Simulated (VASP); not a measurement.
# Ca (Fm-3m) in VASP: notebook

Runs on Ca. Level: LDA. Tasks: single point.

Program: VASP 6.6.1. These are calculated values, not measurements. Logs are shortened: lines on timing, memory, paths and dates and some standing lists are left out, and cuts for length are marked.

### Step 1. The cell of the first run

The structure is cubic, space group Fm-3m (No. 225). Conventional cell: a = 5.601 Å, b = 5.601 Å, c = 5.601 Å, α = 90.00°, β = 90.00°, γ = 90.00°. Within 5.2 Å of Ca (site symmetry m-3m) lie 12 Ca at 3.96 Å.

### Step 2. Single point, LDA

Contents of INCAR:

```
SYSTEM = Ca
  PREC = Accurate
  ENCUT = 520
  EDIFF = 1E-6
  ISMEAR = 0
  SIGMA = 0.1
  LREAL = .FALSE.
  LASPH = .TRUE.
  NELM = 60
  ALGO = Normal
  ISIF = 2
  LWAVE = .FALSE.
  LCHARG = .FALSE.
  NBANDS = 11
```

Contents of KPOINTS:

```
regular mesh
0
G
  6 6 6
  0 0 0
```

Contents of POSCAR:

```
Ca
1.0
    0.0000000000      2.8005000000      2.8005000000
    2.8005000000      0.0000000000      2.8005000000
    2.8005000000      2.8005000000      0.0000000000
Ca
1
Direct
    0.0000000000      0.0000000000      0.0000000000
```

Potentials or basis: VASP PAW LDA potentials, release 64 (Ca_sv).

Started as:

```console
cat potpaw_LDA.64/Ca_sv/POTCAR > POTCAR
mpirun -np 1 vasp_std > vasp.out
```

OUTCAR:

```text
SYSTEM = Ca
   PREC = Accurate
   ENCUT = 520
   EDIFF = 1E-6
   ISMEAR = 0
   LREAL = .FALSE.
   LASPH = .TRUE.
   NELM = 60
   ISIF = 2

 ion  position               nearest neighbor table
   1  0.000  0.000  0.000-

  LATTYP: Found a face centered cubic cell.
 ALAT       =     5.6010000000

  Lattice vectors:

 A1 = (   0.0000000000,   2.8005000000,   2.8005000000)
 A2 = (   2.8005000000,   0.0000000000,   2.8005000000)
 A3 = (   2.8005000000,   2.8005000000,   0.0000000000)

Analysis of symmetry for initial positions (statically):
=====================================================================
 Subroutine PRICEL returns:
 Original cell was already a primitive cell.

 Routine SETGRP: Setting up the symmetry group for a
 face centered cubic supercell.

 Subroutine GETGRP returns: Found 48 space group operations
 (whereof 48 operations were pure point group operations)
 out of a pool of 48 trial point group operations.

The static configuration has the point symmetry O_h .

Analysis of symmetry for dynamics (positions and initial velocities):
=====================================================================
 Subroutine PRICEL returns:
 Original cell was already a primitive cell.

 Routine SETGRP: Setting up the symmetry group for a
 face centered cubic supercell.

 Subroutine GETGRP returns: Found 48 space group operations
 (whereof 48 operations were pure point group operations)
 out of a pool of 48 trial point group operations.

The dynamic configuration has the point symmetry O_h .

 Subroutine INISYM returns: Found 48 space group operations
 (whereof 48 operations are pure point group operations),
 and found     1 'primitive' translations

----------------------------------------------------------------------------------------

                                     Primitive cell

  volume of cell :      43.9275

  direct lattice vectors                    reciprocal lattice vectors
     0.000000000  2.800500000  2.800500000    -0.178539547  0.178539547  0.178539547
     2.800500000  0.000000000  2.800500000     0.178539547 -0.178539547  0.178539547
     2.800500000  2.800500000  0.000000000     0.178539547  0.178539547 -0.178539547

  length of vectors
     3.960505081  3.960505081  3.960505081     0.309239566  0.309239566  0.309239566

  position of ions in fractional coordinates (direct lattice)
     0.000000000  0.000000000  0.000000000

  ion indices of the primitive-cell ions
[... 71 lines left out ...]
   ISIF   =      2    stress and relaxation
   ISYM   =      2    0-nonsym 1-usesym 2-fastsym
   POTIM  = 0.5000    time-step for ionic-motion
   TEBEG  =    0.0;   TEEND  =   0.0 temperature during run
   PSTRESS=    0.0 pullay stress
   NELECT =      10.0000    total number of electrons
   NUPDOWN=      -1.0000    fix difference up-down
   EMIN   =  10.00;   EMAX   =-10.00  energy-range for DOS
   EFERMI =   0.00;   METHOD = LEGACY
   ISMEAR =     0;   SIGMA  =   0.10  broadening in eV -4-tet -1-fermi 0-gaus
   EFERMI_NEDOS =   21; number of points for ismear=-14 and -15
   IALGO  =     38    algorithm
   IMIX   =      4    mixing-type and parameters
     AMIX     =   0.40;   BMIX     =  1.00
     AMIX_MAG =   1.60;   BMIX_MAG =  1.00
  volume/ion in A,a.u.               =      43.93       296.44
  Fermi-wavevector in a.u.,A,eV,Ry     =   0.999607  1.888983 13.595132  0.999214
  Thomas-Fermi vector in A             =   2.131908
   LORBIT       =      0    0 simple, 1 ext, 2 COOP (PROOUT), +10 PAW based schemes
   GGA     = CA    functional components
   LHFCALC =     F    Hartree Fock is set to
   AEXX    =    0.0000 exact exchange contribution
   IVDW    =     0    specifies the selected vdW correction
   LEPSILON=     F    determine dielectric tensor
   LRPA    =     F    only Hartree local field effects (RPA)
 non-spin polarized calculation
 Gauss-broadening in eV      SIGMA  =   0.10
  energy-cutoff  :      520.00
  volume of cell :       43.93
 maximum number of plane-waves:      1243
 NGX is ok and might be reduce to    30
   NGX = 15   NGY = 15   NGZ = 15

 number of electron      10.0000000 magnetization

 number of electron       9.9999998 magnetization

 Free energy of the ion-electron system (eV)
  ---------------------------------------------------
  ext. energy  EPLUGINS =         0.00000000
  ---------------------------------------------------
  free energy    TOTEN  =        -2.14051993 eV

  energy without entropy =       -2.12409729  energy(sigma->0) =       -2.13230861

 E-fermi :   1.6639     XC(G=0):  -7.8339

 val. band max:        1.6546611135   @ k =  -0.3333   0.3333   0.1667
 cond. band min:       1.6871855016   @ k =  -0.3333   0.3333   0.1667
 fundamental gap:      0.0325243881
 Fermi energy:         1.6639406455

 k-point     1 :       0.0000    0.0000    0.0000
  band No.  band energies     occupation
      1     -40.0138      2.00000
      2     -21.2288      2.00000
      3     -21.2288      2.00000
      4     -21.2288      2.00000
      5      -2.3176      2.00000
      6       3.7940      0.00000
      7       3.7940      0.00000
      8       3.7940      0.00000
      9       4.8083      0.00000
     10       4.8083      0.00000
     11      10.6676      0.00000
[... 197 lines left out ...]
 k-point    16 :      -0.3333    0.5000    0.1667
  band No.  band energies     occupation
      1     -39.9978      2.00000
      2     -21.3283      2.00000
      3     -21.2926      2.00000
      4     -21.2753      2.00000
      5       1.6210      1.45642
      6       2.2001      0.00000
      7       2.3966      0.00000
      8       4.3990      0.00000
      9       5.6369      0.00000
     10       6.1297      0.00000
     11       6.5334      0.00000

------------------------ aborting loop because EDIFF is reached ----------------------------------------

  FORCE on cell =-STRESS in cart. coord.  units (eV):
  Direction    XX          YY          ZZ          XY          YZ          ZX
  --------------------------------------------------------------------------------------
  -------------------------------------------------------------------------------------
  Total       -0.6202421     -0.6202421     -0.6202421     -0.0000000      0.0000000     -0.0000000
  in kB      -22.6222118    -22.6222118    -22.6222118     -0.0000000      0.0000000     -0.0000000
  external PRESSURE =     -22.6222118 kB  Pullay stress =       0.0000000 kB

 VOLUME and BASIS-vectors are now :
 -----------------------------------------------------------------------------
  energy-cutoff  :      520.00
  volume of cell :       43.93
      direct lattice vectors                 reciprocal lattice vectors
     0.000000000  2.800500000  2.800500000    -0.178539547  0.178539547  0.178539547
     2.800500000  0.000000000  2.800500000     0.178539547 -0.178539547  0.178539547
     2.800500000  2.800500000  0.000000000     0.178539547  0.178539547 -0.178539547

 POSITION                                       TOTAL-FORCE (eV/Angst)
 -----------------------------------------------------------------------------------
      0.00000      0.00000      0.00000        -0.000000     -0.000000     -0.000000
 -----------------------------------------------------------------------------------
    total drift:                               -0.000000     -0.000000      0.000000

  FREE ENERGIE OF THE ION-ELECTRON SYSTEM (eV)
  ---------------------------------------------------
  free  energy   TOTEN  =        -2.1405199333 eV

  energy  without entropy=       -2.1240972863  energy(sigma->0) =       -2.13230861
```

stdout:

```text
POSCAR found type information on POSCAR Ca
 POSCAR found :  1 types and       1 ions
 scaLAPACK will be used
 LDA part: xc-table for (Slater(with rela. corr.)+CA(PZ))
 , standard interpolation
 POSCAR, INCAR and KPOINTS ok, starting setup
 FFT: planning ... GRIDC
 FFT: planning ... GRID_SOFT
 FFT: planning ... GRID
 WAVECAR not read
 entering main loop
```

It took 4.1 s on 1 thread of Intel Xeon Platinum 8559C (Emerald Rapids), shared host; peak memory 0.14 GiB.

Results:

```
Free energy            : -2.1405 eV
Pressure               : -2.3 GPa
Band gap on the k mesh : zero (band 5 reaches 1.65 eV, above the bottom of band 6 at 1.50 eV)
```

### Step 3. Single point, LDA (volume scaled by 0.91)

Contents of INCAR:

```
PREC = Accurate
ENCUT = 520
EDIFF = 1E-6
ISMEAR = 0
SIGMA = 0.1
LREAL = F
LASPH = T
NELM = 100
ALGO = Fast
ISIF = 2
LWAVE = F
LCHARG = T
GGA = CA
LELF = T
LVHAR = T
NBANDS = 11
```

Contents of KPOINTS:

```
regular mesh
0
Gamma
  14 14 14
```

Contents of POSCAR:

```
Ca
1.0
    0.0000000000      2.5862097832      2.5862097832
    2.5862097832      0.0000000000      2.5862097832
    2.5862097832      2.5862097832      0.0000000000
Ca
1
Direct
    0.0000000000      0.0000000000      0.0000000000
```

Potentials or basis: VASP PAW LDA potentials, release 64 (Ca_sv).

Started as:

```console
cat potpaw_LDA.64/Ca_sv/POTCAR > POTCAR
mpirun -np 1 vasp_std > vasp.out
```

Run time: 28 s. Hardware: 1 thread of Intel Xeon Platinum 8559C (Emerald Rapids), shared host; peak memory 0.16 GiB.

The run converged. Its results:

- Free energy: -2.1877 eV
- Pressure: 2.1 GPa
- Band gap on the k mesh: zero (band 5 reaches 2.66 eV, above the bottom of band 6 at 2.64 eV)

Levels at points of the mesh, in eV from the Fermi level:
```tsv
k point	band 3	band 4	band 5	band 6	band 7	band 8
(0.00, 0.00, 0.00)	-22.31	-22.31	-4.38	2.44	2.44	2.44
(0.50, 0.00, 0.00)	-22.35	-22.35	-1.16	0.09	2.30	2.30
(0.50, 0.50, 0.00)	-22.41	-22.41	-0.74	0.32	1.43	4.66
```
